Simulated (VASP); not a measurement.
Write the native input for VASP 6.6.1 that does the following.

```
Task                   : single point
Functional             : PBE
Potentials or basis    : VASP PAW PBE potentials, release 64 (Ni, Sb)
Cutoff                 : 520 eV
k mesh                 : 12 × 12 × 8
Occupations            : gaussian, width 0.1 eV
Spin                   : no spin polarisation
Dipole correction      : no
Further INCAR settings : ALGO = Normal; EDIFF = 1e-06; NBANDS = 23
```

The structure of NiSb lies in POSCAR:

```
NiSb
1.0
    3.9767337717      0.0000000000      0.0000000000
   -1.9883668858      3.4439524704      0.0000000000
    0.0000000000      0.0000000000      5.1556362719
Ni Sb
2 2
Direct
    0.0000000000      0.0000000000      0.0000000000
    0.0000000000      0.0000000000      0.5000000000
    0.3333333333      0.6666666667      0.2500000000
    0.6666666667      0.3333333333      0.7500000000
```

These files were run (other wordings do the same):

INCAR

```
SYSTEM = NiSb
PREC = Accurate ; ENCUT = 520
EDIFF = 1E-6 ; ISMEAR = 0
SIGMA = 0.1 ; LREAL = .False.
LASPH = .True. ; NELM = 100
ALGO = Normal ; ISIF = 2
LWAVE = .False. ; LCHARG = .False.
GGA = PE ; NBANDS = 23
```

KPOINTS

```
Automatic mesh
0
Gamma
  12 12 8
  0 0 0
```

Potentials or basis: VASP PAW PBE potentials, release 64 (Ni, Sb).

Launch:

```bash
$ cat potpaw_PBE.64/Ni/POTCAR potpaw_PBE.64/Sb/POTCAR > POTCAR
$ mpirun -np 1 vasp_std > vasp.out
```

It gave:

```
Pressure               : -0.2 GPa
Band gap on the k mesh : zero (band 15 reaches 11.60 eV, above the bottom of band 16 at 8.38 eV)
```

Caveat: spin-orbit coupling is left out, which moves the levels of the heavy elements.

Run time: 4 min on 1 thread of Oxide Virtual Turin-like Processor, on a shared host, peak memory 0.24 GiB.
